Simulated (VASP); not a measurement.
Set up this calculation in VASP 6.6.1, as the native input.

| Item | Value |
| --- | --- |
| Task | single point |
| Functional | LDA |
| Potentials or basis | VASP PAW LDA potentials, release 64 (O, H, C) |
| Cutoff | 520 eV |
| k mesh | 1 × 1 × 1 |
| Occupations | fermi-dirac, width 0.05 eV |
| Spin | no spin polarisation |
| Dipole correction | no |
| Further INCAR settings | ALGO = Normal; EDIFF = 1e-06; NBANDS = 39 |

The structure of H10CO6 lies in POSCAR:

```
H10CO6
1.0
    5.6774110000      0.0000000000      0.0000000000
    0.0000000000      5.6774110000      0.0000000000
    0.0000000000      0.0000000000      5.6774110000
O H C
6 10 1
Direct
    1.0394702797      0.3873068200      0.3701158856
    0.3722119114      0.2332048886      0.1413848672
    0.5191979231      0.3844710203      0.7674448794
    0.1505615852      0.6494861831      0.6962328428
    0.7800738752      0.7290823229      0.2916822474
    1.0561328042      0.8883274436      0.0630569110
    1.0685328224      0.4548904421      0.5340110131
    1.2332910194      0.3133470520      0.2672873252
    0.4350926857      0.3299038946      0.0026244357
    0.2781197275      0.0911507023      0.0912739980
    0.6642640457      0.4177960694      0.6815430484
    0.3834670416      0.4989950525      0.7135646864
    0.1120757331      0.7370789256      0.8651478641
    0.1687564983      0.7779250084      0.5882434793
    0.9292087538      0.5041734692      0.2772038170
    0.8570631931      1.0915714927      0.2874021275
    0.8853331210      0.9014672357      0.2093031489
```

One way to write it, as run:

INCAR

```
SYSTEM = H10CO6
PREC = Accurate ; ENCUT = 520
EDIFF = 1E-6 ; ISMEAR = -1
SIGMA = 0.05 ; LREAL = .FALSE.
LASPH = .TRUE. ; NELM = 120
ALGO = Normal ; ISIF = 2
LWAVE = .FALSE. ; LCHARG = .FALSE.
NBANDS = 39 ; GGA_COMPAT = .FALSE.
```

KPOINTS

```
regular mesh
0
G
  1 1 1
  0 0 0
```

Potentials or basis: VASP PAW LDA potentials, release 64 (O, H, C).

Run with:

```sh
$ cat potpaw_LDA.64/O/POTCAR potpaw_LDA.64/H/POTCAR potpaw_LDA.64/C/POTCAR > POTCAR
$ mpirun -np 1 vasp_gam > vasp.out
```

It gave:

The pressure is -1.6 GPa. The largest force is 2.220 eV/Å.

Caveat: the k points lie up to 1.11 Å⁻¹ apart.

Run time: 6.8 s on 1 thread of AMD EPYC 7R43 64-Core Processor (Zen 3) (shared host), peak memory 0.15 GiB.
